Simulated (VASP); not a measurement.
## HfO2: single point with PBEsol

HfO2:

```
CELL_PARAMETERS angstrom
3.56710 0.00000 0.00000
0.00000 3.56710 0.00000
0.00000 0.00000 5.16606
ATOMIC_POSITIONS crystal
Hf 0.50000 0.50000 0.50000
Hf 0.00000 0.00000 0.00000
O 0.00000 0.50000 0.70010
O 0.50000 0.00000 0.79990
O 0.50000 0.00000 0.29990
O 0.00000 0.50000 0.20010
```

- Program: VASP 6.6.1
- Task: single point
- Functional: PBEsol
- Potentials or basis: VASP PAW PBE potentials, release 64 (Hf_pv, O)
- Cutoff: 520 eV
- k mesh: 6 × 6 × 4
- Occupations: fermi-dirac, width 0.02 eV
- Spin: no spin polarisation
- Dipole correction: no
- Further INCAR settings: ALGO = Normal; EDIFF = 1e-06; NBANDS = 31

```yaml
Pressure: -3.3 GPa
Largest_force: 0.029 eV/Å
Band_gap_on_the_k_mesh: 4.57 eV (least direct gap 4.65 eV)
```

Forces in eV/Å, atoms in the order of the input:
```
Hf   0.000  0.000  0.000
Hf   0.000  0.000  0.000
O    0.000  0.000 -0.029
O    0.000  0.000  0.029
O    0.000  0.000  0.029
O    0.000  0.000 -0.029
```

Levels at points of the mesh, in eV from the valence-band top:
```tsv
k point	band 20	band 21	band 22	band 23	band 24	band 25
(0.00, 0.00, 0.00)	-0.11	-0.08	-0.08	4.57	4.61	5.78
(0.50, 0.00, 0.00)	-1.46	-0.14	-0.14	5.01	5.01	6.05
(0.50, 0.50, 0.00)	-0.81	-0.47	-0.47	5.56	5.56	6.05
(0.00, 0.00, 0.50)	-0.60	0.00	0.00	5.28	5.28	5.55
(0.50, 0.00, 0.50)	-1.40	-0.99	-0.99	5.16	5.16	5.50
(0.50, 0.50, 0.50)	-1.38	-0.02	-0.02	5.88	5.88	6.14
```

Run time: 100 s on 1 thread of Intel Xeon 8259CL (shared host), peak memory 0.21 GiB.

Caveat: the cell stands under tension; the PAW data sets were made with another functional, which shifts forces and pressure a little; spin-orbit coupling is left out, which moves the levels of the heavy elements. A k mesh can miss the band edges.
